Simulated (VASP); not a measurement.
A run of VASP 6.6.1 is set up as follows.

File INCAR:

```
SYSTEM = Si16B
ALGO = Normal
EDIFF = 1E-6
EDIFFG = -0.08
ENCUT = 520
GGA = PS
IBRION = 2
ISIF = 2
ISMEAR = -1
ISPIN = 2
KPAR = 2
LASPH = .True.
LCHARG = .False.
LORBIT = 11
LREAL = Auto
LWAVE = .False.
MAGMOM = 0 0 0 0 0 0 0 0 0 0 0 0 0 0 0 0 1
NELM = 150
NSW = 45
PREC = Accurate
SIGMA = 0.05
```

KPOINTS

```
k-points
0
Gamma
  2 2 2
  0 0 0
```

Contents of POSCAR:

```
Si16B
1.0
    0.0000000000      5.4300000000      5.4300000000
    5.4300000000      0.0000000000      5.4300000000
    5.4300000000      5.4300000000      0.0000000000
Si B
16 1
Direct
    0.0000000000      0.0000000000      0.0000000000
    0.1250000000      0.1250000000      0.1250000000
    0.0000000000      0.0000000000      0.5000000000
    0.1250000000      0.1250000000      0.6250000000
    0.0000000000      0.5000000000      0.0000000000
    0.1250000000      0.6250000000      0.1250000000
    0.0000000000      0.5000000000      0.5000000000
    0.1250000000      0.6250000000      0.6250000000
    0.5000000000      0.0000000000      0.0000000000
    0.6250000000      0.1250000000      0.1250000000
    0.5000000000      0.0000000000      0.5000000000
    0.6250000000      0.1250000000      0.6250000000
    0.5000000000      0.5000000000      0.0000000000
    0.6250000000      0.6250000000      0.1250000000
    0.5000000000      0.5000000000      0.5000000000
    0.6250000000      0.6250000000      0.6250000000
    0.2462429000      0.2476351000      0.7584224000
```

Potentials or basis: VASP PAW PBE potentials, release 64 (Si, B).

Command:

```sh
$ cat potpaw_PBE.64/Si/POTCAR potpaw_PBE.64/B/POTCAR > POTCAR
$ mpirun -np 4 vasp_std > vasp.out
```

Problem. What does it give for the energy gained by relaxing?

Solution. 4.0 meV/atom.

Problem. What does it give for the net moment?

Solution. 0.00 μB per cell.

Forces in eV/Å, atoms in the order of the input:
```
Si   0.001  0.002 -0.025
Si   0.014  0.016 -0.014
Si   0.022  0.018 -0.022
Si  -0.003 -0.002  0.000
Si   0.025  0.002 -0.001
Si  -0.016  0.004  0.016
Si  -0.004 -0.026  0.004
Si   0.000 -0.002  0.004
Si   0.001  0.025 -0.001
Si   0.004 -0.015  0.016
Si  -0.026 -0.004  0.004
Si  -0.002  0.000  0.002
Si   0.002  0.002 -0.002
Si  -0.016 -0.014 -0.004
Si  -0.004 -0.004  0.026
Si   0.008  0.008 -0.008
B   -0.006 -0.010  0.006
```

Caveat: the k points lie up to 0.50 Å⁻¹ apart; the PAW data sets were made with another functional, which shifts forces and pressure a little; the relaxation stopped at a loose force limit of 0.08 eV/Å, so its end isn't a converged minimum.
